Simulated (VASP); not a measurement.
Write the native input for VASP 6.6.1 that does the following.

```
Task                   : single point
Functional             : PBE
Potentials or basis    : VASP PAW PBE potentials, release 64 (Al, N)
Cutoff                 : 600 eV
k mesh                 : 11 × 11 × 11
Occupations            : gaussian, width 0.02 eV
Spin                   : no spin polarisation
Dipole correction      : no
Further INCAR settings : ALGO = Normal; EDIFF = 1e-06; NBANDS = 11
```

The structure of AlN lies in POSCAR:

```
AlN
1.0
    0.0000000000      2.0345180000      2.0345180000
    2.0345180000      0.0000000000      2.0345180000
    2.0345180000      2.0345180000      0.0000000000
Al N
1 1
Direct
    0.5000000000      0.5000000000      0.5000000000
    0.0000000000      0.0000000000      0.0000000000
```

The input as run:

INCAR

```
SYSTEM = AlN
PREC     = Accurate       ! precision mode
ENCUT    = 600            ! plane-wave cutoff, eV
EDIFF    = 1E-6           ! SCF threshold, eV
ISMEAR   = 0              ! smearing method
SIGMA    = 0.02           ! smearing width, eV
LREAL    = .False.        ! projectors in reciprocal space
LASPH    = .True.         ! aspherical terms in the spheres
NELM     = 120            ! most SCF steps
ALGO     = Normal         ! electronic algorithm
ISIF     = 2              ! what is computed and relaxed
LWAVE    = .False.        ! write WAVECAR
LCHARG   = .False.        ! write CHGCAR
GGA      = PE             ! functional
NBANDS   = 11             ! bands
GGA_COMPAT= .False.
```

KPOINTS

```
Automatic mesh
0
Gamma
  11 11 11
  0 0 0
```

Potentials or basis: VASP PAW PBE potentials, release 64 (Al, N).

The run is started by

```bash
$ cat potpaw_PBE.64/Al/POTCAR potpaw_PBE.64/N/POTCAR > POTCAR
$ mpirun -np 1 vasp_std > vasp.out
```

It gave:

| Property | Result |
| --- | --- |
| Pressure | -0.1 GPa |
| Band gap on the k mesh | 4.55 eV, indirect (least direct gap 5.41 eV) |

It took 4 s on 1 thread of Intel(R) Xeon(R) 6975P-C (Granite Rapids), with other jobs on the host, peak memory 0.14 GiB.
